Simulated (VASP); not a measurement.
# Fe (Im-3m) in VASP: single point with PBE

Aim: the single point of Fe with PBE.

Everything below comes from runs of VASP 6.6.1. Logs are shortened: lines on timing, memory, paths and dates and some standing lists are left out, and cuts for length are marked.

## 1. The cell of the first run

It takes space group Im-3m (No. 229, cubic). Conventional cell: a = 2.866 Å, b = 2.866 Å, c = 2.866 Å, α = 90.00°, β = 90.00°, γ = 90.00°. Within 3.3 Å of Fe (site symmetry m-3m) lie 14 Fe at 2.48 to 2.87 Å.

## 2. Single point, PBE, collinear spin, ferromagnetic start

INCAR

```
SYSTEM = Fe
PREC = Accurate
ENCUT = 600
EDIFF = 1E-6
ISMEAR = -1
SIGMA = 0.1
LREAL = .FALSE.
LASPH = .TRUE.
NELM = 200
ALGO = Normal
ISIF = 2
LWAVE = .FALSE.
LCHARG = .FALSE.
ISPIN = 2
MAGMOM = 2.2
LORBIT = 11
LMAXMIX = 4
GGA = PE
NBANDS = 14
GGA_COMPAT = .FALSE.
```

KPOINTS

```
regular mesh
0
G
  10 10 10
  0 0 0
```

POSCAR

```
Fe
1.0
   -1.4330000000      1.4330000000      1.4330000000
    1.4330000000     -1.4330000000      1.4330000000
    1.4330000000      1.4330000000     -1.4330000000
Fe
1
Direct
    0.0000000000      0.0000000000      0.0000000000
```

Potentials or basis: VASP PAW PBE potentials, release 64 (Fe).

Started as:

```console
cat potpaw_PBE.64/Fe/POTCAR > POTCAR
mpirun -np 1 vasp_std > vasp.out
```

OUTCAR:

```text
SYSTEM = Fe
   PREC = Accurate
   ENCUT = 600
   EDIFF = 1E-6
   ISMEAR = -1
   LREAL = .FALSE.
   LASPH = .TRUE.
   NELM = 200
   ISIF = 2
   ISPIN = 2
   LORBIT = 11
   GGA = PE

 ion  position               nearest neighbor table
   1  0.000  0.000  0.000-

  LATTYP: Found a body centered cubic cell.
 ALAT       =     2.8660000000

  Lattice vectors:

 A1 = (  -1.4330000000,   1.4330000000,   1.4330000000)
 A2 = (   1.4330000000,  -1.4330000000,   1.4330000000)
 A3 = (   1.4330000000,   1.4330000000,  -1.4330000000)

Analysis of symmetry for initial positions (statically):
=====================================================================
 Subroutine PRICEL returns:
 Original cell was already a primitive cell.

 Routine SETGRP: Setting up the symmetry group for a
 body centered cubic supercell.

 Subroutine GETGRP returns: Found 48 space group operations
 (whereof 48 operations were pure point group operations)
 out of a pool of 48 trial point group operations.

The static configuration has the point symmetry O_h .

Analysis of symmetry for dynamics (positions and initial velocities):
=====================================================================
 Subroutine PRICEL returns:
 Original cell was already a primitive cell.

 Routine SETGRP: Setting up the symmetry group for a
 body centered cubic supercell.

 Subroutine GETGRP returns: Found 48 space group operations
 (whereof 48 operations were pure point group operations)
 out of a pool of 48 trial point group operations.

The dynamic configuration has the point symmetry O_h .

Analysis of structural, dynamic, and magnetic symmetry:
=====================================================================
 Subroutine PRICEL returns:
 Original cell was already a primitive cell.

 Routine SETGRP: Setting up the symmetry group for a
 body centered cubic supercell.

 Subroutine GETGRP returns: Found 48 space group operations
 (whereof 48 operations were pure point group operations)
 out of a pool of 48 trial point group operations.

The overall configuration has the point symmetry O_h .

 Subroutine INISYM returns: Found 48 space group operations
 (whereof 48 operations are pure point group operations),
 and found     1 'primitive' translations

----------------------------------------------------------------------------------------

                                     Primitive cell

  volume of cell :      11.7706

  direct lattice vectors                    reciprocal lattice vectors
    -1.433000000  1.433000000  1.433000000     0.000000000  0.348918353  0.348918353
     1.433000000 -1.433000000  1.433000000     0.348918353  0.000000000  0.348918353
[... 116 lines left out ...]
  volume of cell :       11.77
 maximum number of plane-waves:       410
   NGX =  9   NGY =  9   NGZ =  9

 number of electron       7.9999998 magnetization       2.1874581

 Free energy of the ion-electron system (eV)
  ---------------------------------------------------
  ext. energy  EPLUGINS =         0.00000000
  ---------------------------------------------------
  free energy    TOTEN  =        -8.25110426 eV

  energy without entropy =       -8.22110166  energy(sigma->0) =       -8.23610296

 E-fermi :   5.4613     XC(G=0): -12.9183

 val. band max:        5.4612830429   @ k =  -0.4000   0.4000   0.1000
 cond. band min:       5.4927220701   @ k =   0.4000   0.0000   0.0000
 fundamental gap:      0.0314390272
 Fermi energy:         5.4612878950

 spin component 1

 k-point     1 :       0.0000    0.0000    0.0000
  band No.  band energies     occupation
      1      -2.7460      1.00000
      2       3.2346      1.00000
      3       3.2346      1.00000
      4       3.2346      1.00000
      5       4.3682      0.99998
      6       4.3682      0.99998
      7      30.1560      0.00000
      8      30.1560      0.00000
      9      30.1560      0.00000
     10      35.0078      0.00000
     11      35.0078      0.00000
     12      37.1181      0.00000
     13      37.1181      0.00000
     14      37.1185      0.00000
[... 379 lines left out ...]
      3       2.9882      1.00000
      4       4.0818      1.00000
      5       4.7500      0.99919
      6       4.8793      0.99704
      7      18.8966      0.00000
      8      24.7575      0.00000
      9      25.0328      0.00000
     10      31.3402      0.00000
     11      31.9080      0.00000
     12      34.6241      0.00000
     13      43.7964      0.00000
     14      43.8745      0.00000

 [... further k-points ...]

 spin component 2

 k-point     1 :       0.0000    0.0000    0.0000
  band No.  band energies     occupation
      1      -2.6143      1.00000
      2       5.1488      0.95789
      3       5.1490      0.95784
      4       5.1490      0.95783
      5       7.1273      0.00000
      6       7.1275      0.00000
      7      29.8593      0.00000
      8      29.8593      0.00000
      9      29.8593      0.00000
     10      35.1652      0.00000
     11      35.1652      0.00000
     12      37.7355      0.00000
     13      37.7355      0.00000
     14      37.7355      0.00000
[... 379 lines left out ...]
      3       4.7539      0.99915
      4       6.4048      0.00008
      5       6.8245      0.00000
      6       7.5425      0.00000
      7      19.6237      0.00000
      8      24.9728      0.00000
      9      25.5978      0.00000
     10      31.7335      0.00000
     11      32.3211      0.00000
     12      34.9869      0.00000
     13      44.0366      0.00000
     14      44.1776      0.00000

 [... further k-points ...]
[... 5 lines left out ...]
  --------------------------------------------------------------------------------------
  -------------------------------------------------------------------------------------
  Total       -0.5612045     -0.5612045     -0.5612045     -0.0000000      0.0000000     -0.0000000
  in kB      -76.3894065    -76.3894065    -76.3894065     -0.0000000      0.0000000     -0.0000000
  external PRESSURE =     -76.3894065 kB  Pullay stress =       0.0000000 kB

 VOLUME and BASIS-vectors are now :
 -----------------------------------------------------------------------------
  energy-cutoff  :      600.00
  volume of cell :       11.77
      direct lattice vectors                 reciprocal lattice vectors
    -1.433000000  1.433000000  1.433000000     0.000000000  0.348918353  0.348918353
     1.433000000 -1.433000000  1.433000000     0.348918353  0.000000000  0.348918353
     1.433000000  1.433000000 -1.433000000     0.348918353  0.348918353  0.000000000

 POSITION                                       TOTAL-FORCE (eV/Angst)
 -----------------------------------------------------------------------------------
      0.00000      0.00000      0.00000         0.000000     -0.000000     -0.000000
 -----------------------------------------------------------------------------------
    total drift:                                0.000000     -0.000000     -0.000000

  FREE ENERGIE OF THE ION-ELECTRON SYSTEM (eV)
  ---------------------------------------------------
  free  energy   TOTEN  =        -8.2511042560 eV

  energy  without entropy=       -8.2211016566  energy(sigma->0) =       -8.23610296

 total charge

# of ion       s       p       d       tot
------------------------------------------
    1        0.471   0.511   6.215   7.197

 magnetization (x)

# of ion       s       p       d       tot
------------------------------------------
    1       -0.015  -0.061   2.271   2.195
```

stdout:

```text
POSCAR found type information on POSCAR Fe
 POSCAR found :  1 types and       1 ions
 scaLAPACK will be used
 LDA part: xc-table for (Slater+PW92), standard interpolation
 POSCAR, INCAR and KPOINTS ok, starting setup
 FFT: planning ... GRIDC
 FFT: planning ... GRID_SOFT
 FFT: planning ... GRID
 WAVECAR not read
 entering main loop
```

It took 8.5 s on 1 thread of AMD EPYC 9R45 (Zen 5), shared host; peak memory 0.11 GiB.

Results:

| Item | Value |
| --- | --- |
| Free energy | -8.2511 eV |
| Pressure | -7.6 GPa |
| Net moment | 2.19 μB per cell |
| Site moments | Fe +2.19 μB |
| Valence electrons inside the program's atomic spheres | Fe 7.20 |
